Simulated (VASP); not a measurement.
**Au: electric field gradients with LDA**

The system is Au.

```xyz
1
Lattice="0.0000 2.0995 2.0995 2.0995 0.0000 2.0995 2.0995 2.0995 0.0000" Properties=species:S:1:pos:R:3 pbc="T T T"
Au    0.0000    0.0000    0.0000
```

This cell differs from its parent crystal: volume scaled by 1.02.

```yaml
Program: VASP 6.6.1
Task: electric field gradients
Functional: LDA
Potentials_or_basis: VASP PAW LDA potentials, release 64 (Au)
Cutoff: 520 eV
k_mesh: 15 × 15 × 15
Occupations: fermi-dirac, width 0.03 eV
Spin: no spin polarisation
Dipole_correction: no
Further_INCAR_settings: ALGO = Normal; EDIFF = 1e-08; NBANDS = 12
```

| Quantity | Value |
| --- | --- |
| Pressure | -15.3 GPa |

Levels at points of the mesh, in eV from the Fermi level:
```tsv
k point	band 3	band 4	band 5	band 6	band 7	band 8	band 9	band 10
(0.00, 0.00, 0.00)	-4.41	-4.41	-3.08	-3.08	14.46	17.93	17.93	17.93
```

Wall time 6.7 s on 1 thread of Intel(R) Xeon(R) 6975P-C (Granite Rapids), on a shared host, peak memory 0.14 GiB.

Caveat: without QUAD_EFG the Cq values of the log hold for a quadrupole moment of 1 mb, not for the nuclei; spin-orbit coupling is left out, which moves the levels of the heavy elements.
